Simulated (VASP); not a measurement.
Write the native input for VASP 6.6.1 that does the following.

- Task: electric field gradients
- Functional: PBEsol
- Potentials or basis: VASP PAW PBE potentials, release 64 (Li_sv, O)
- Cutoff: 650 eV
- k mesh: 9 × 9 × 9
- Occupations: fermi-dirac, width 0.03 eV
- Spin: no spin polarisation
- Dipole correction: no
- Further INCAR settings: ALGO = Normal; EDIFF = 1e-08; NBANDS = 13

The structure of Li2O lies in POSCAR:

```
Li2O
1.0
    0.0000000000      2.3171728138      2.3171728138
    2.3171728138      0.0000000000      2.3171728138
    2.3171728138      2.3171728138      0.0000000000
Li O
2 1
Direct
    0.2500000000      0.2500000000      0.2500000000
    0.7500000000      0.7500000000      0.7500000000
    0.0000000000      0.0000000000      0.0000000000
```

These files were run (other wordings do the same):

INCAR

```
SYSTEM = Li2O
  ALGO = Normal
  EDIFF = 1E-8
  ENCUT = 650
  GGA = PS
  GGA_COMPAT = .FALSE.
  ISIF = 2
  ISMEAR = -1
  LASPH = .TRUE.
  LCHARG = .FALSE.
  LEFG = .TRUE.
  LREAL = .FALSE.
  LWAVE = .FALSE.
  NBANDS = 13
  NELM = 120
  PREC = Accurate
  SIGMA = 0.03
```

KPOINTS

```
k-points
0
G
  9 9 9
  0 0 0
```

Potentials or basis: VASP PAW PBE potentials, release 64 (Li_sv, O).

Launch:

```sh
$ cat potpaw_PBE.64/Li_sv/POTCAR potpaw_PBE.64/O/POTCAR > POTCAR
$ mpirun -np 1 vasp_std > vasp.out
```

It gave:

```
Pressure                                : -3.0 GPa
Band gap on the k mesh                  : 4.90 eV (least direct gap 5.09 eV)
Largest electric field gradient by atom : zero within the noise of the run
```

Caveat: the PAW data sets were made with another functional, which shifts forces and pressure a little; an odd mesh through Γ misses points on the zone boundary, where band edges can lie.

It took 10 s on 1 thread of Intel(R) Xeon(R) 6975P-C (Granite Rapids), on a shared host, peak memory 0.14 GiB.
